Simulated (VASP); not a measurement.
Here is a VASP 6.6.1 calculation.

File INCAR:

```
SYSTEM = Al2Pt
PREC = Accurate
ENCUT = 500
EDIFF = 1E-6
ISMEAR = 0
SIGMA = 0.2
LREAL = .FALSE.
LASPH = .TRUE.
NELM = 120
ALGO = Normal
ISIF = 2
LWAVE = .FALSE.
LCHARG = .FALSE.
GGA = PE
NBANDS = 15
GGA_COMPAT = .FALSE.
```

File KPOINTS:

```
Automatic mesh
0
G
  7 7 3
  0 0 0
```

POSCAR

```
Al2Pt
1.0
    3.0016342021      0.0000000000      0.0000000000
   -1.5008171011      2.5994914719      0.0000000000
    0.0000000000      0.0000000000      6.4745369072
Al Pt
2 1
Direct
    0.3333333333      0.6666666667     -0.0487700478
    0.3333333333      0.6666666667      0.5515779599
    0.6666666667      0.3333333333      0.2514393580
```

Potentials or basis: VASP PAW PBE potentials, release 64 (Al, Pt).

Command:

```bash
$ cat potpaw_PBE.64/Al/POTCAR potpaw_PBE.64/Pt/POTCAR > POTCAR
$ mpirun -np 1 vasp_std > vasp.out
```

Task: Predict the band gap on the k mesh.

Result: Zero (band 8 reaches 8.12 eV, above the bottom of band 9 at 7.90 eV).

Task: Predict the largest force.

Result: 0.011 eV/Å.

Task: What does it give for the pressure?

Result: -0.2 GPa.

Forces on the atoms (eV/Å):
```
Al   0.000  0.000  0.011
Al   0.000  0.000 -0.009
Pt   0.000  0.000 -0.002
```

Caveat: spin-orbit coupling is left out, which moves the levels of the heavy elements.
